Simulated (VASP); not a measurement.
**Be2Al5: relaxation of cell and atoms with PBE**

The system is Be2Al5.

```
Be Al
1.0
     6.30308    0.00000    0.00000
     0.00000    6.30308    0.00000
     0.00000    0.00000    2.79819
Be Al
2 5
Direct
  0.50000 0.00000 0.00000
  0.00000 0.50000 0.00000
  0.79098 0.79098 0.50000
  0.20902 0.20902 0.50000
  0.20902 0.79098 0.50000
  0.79098 0.20902 0.50000
  0.50000 0.50000 0.50000
```

The cell was generated, and may not be a known phase.

```yaml
Program: VASP 6.6.1
Task: relaxation of cell and atoms
Functional: PBE
Potentials_or_basis: VASP PAW PBE potentials, release 64 (Be, Al)
Cutoff: 600 eV
k_mesh: 6 × 6 × 14
Occupations: gaussian, width 0.1 eV
Spin: no spin polarisation
Dipole_correction: no
Further_INCAR_settings: ALGO = Normal; EDIFF = 1e-07; IBRION = 2; EDIFFG = -0.01; NSW = 100; ISIF = 3
```

* Relaxed volume: 15.77 Å³/atom
* Relaxed cell: a = 6.409 Å, b = 6.409 Å, c = 2.688 Å, α = 90.00°, β = 90.00°, γ = 90.00°
* Space group after relaxing (to 0.1 Å): P4/mmm (No. 123)
* Energy gained by relaxing: 11.4 meV/atom
* Ionic steps: 5
* Pressure after relaxing: 0.0 GPa
* Largest force after relaxing: 0.009 eV/Å

Forces in eV/Å, atoms in the order of the input:
```
Be   0.000  0.000  0.000
Be   0.000  0.000  0.000
Al  -0.006 -0.006  0.000
Al   0.006  0.006  0.000
Al   0.006 -0.006  0.000
Al  -0.006  0.006  0.000
Al   0.000  0.000  0.000
```

Step by step:
```csv
step,energy change (eV),largest force (eV/Å),pressure (GPa),volume (Å³)
1,0.0000,0.0313,-0.20,111.17
2,-0.0579,0.0176,-0.21,110.82
3,-0.0666,0.0179,0.39,110.09
4,-0.0794,0.0111,-0.01,110.45
5,-0.0796,0.0086,0.02,110.42
```

Final structure:
```xyz
7
Lattice="6.4090 0.0000 0.0000 0.0000 6.4090 0.0000 0.0000 0.0000 2.6881" Properties=species:S:1:pos:R:3 pbc="T T T"
Be    3.2045    0.0000    0.0000
Be    0.0000    3.2045    0.0000
Al    5.0672    5.0672    1.3441
Al    1.3418    1.3418    1.3441
Al    1.3418    5.0672    1.3441
Al    5.0672    1.3418    1.3441
Al    3.2045    3.2045    1.3441
```

Levels at points of the mesh, in eV from the Fermi level:
| k point | band 5 | band 6 | band 7 | band 8 | band 9 | band 10 | band 11 | band 12 | band 13 |
| --- | --- | --- | --- | --- | --- | --- | --- | --- | --- |
| (0.00, 0.00, 0.00) | -6.49 | -3.87 | -3.87 | -3.67 | -2.46 | 2.23 | 2.23 | 3.70 | 4.17 |
| (0.50, 0.00, 0.00) | -6.00 | -5.57 | -2.94 | -2.38 | -0.02 | 0.71 | 0.98 | 1.02 | 2.89 |
| (0.50, 0.50, 0.00) | -3.35 | -1.96 | -1.95 | -1.95 | -1.77 | -1.45 | -1.06 | -1.06 | 3.71 |
| (0.00, 0.00, 0.50) | -2.70 | -2.21 | -2.10 | -2.10 | -1.35 | -0.89 | 0.43 | 0.64 | 0.64 |
| (0.50, 0.00, 0.50) | -2.22 | -1.92 | -1.78 | -1.36 | -1.34 | -1.17 | -0.84 | -0.16 | 1.06 |
| (0.50, 0.50, 0.50) | -3.84 | -3.54 | -3.38 | -3.38 | 1.18 | 1.51 | 1.54 | 1.54 | 1.66 |

Wall time 2.7 min on 1 thread of AMD EPYC 9R45 96-Core Processor (Zen 5) (shared host), peak memory 0.29 GiB.

Caveat: the highest band is partly filled, so the run has too few bands.
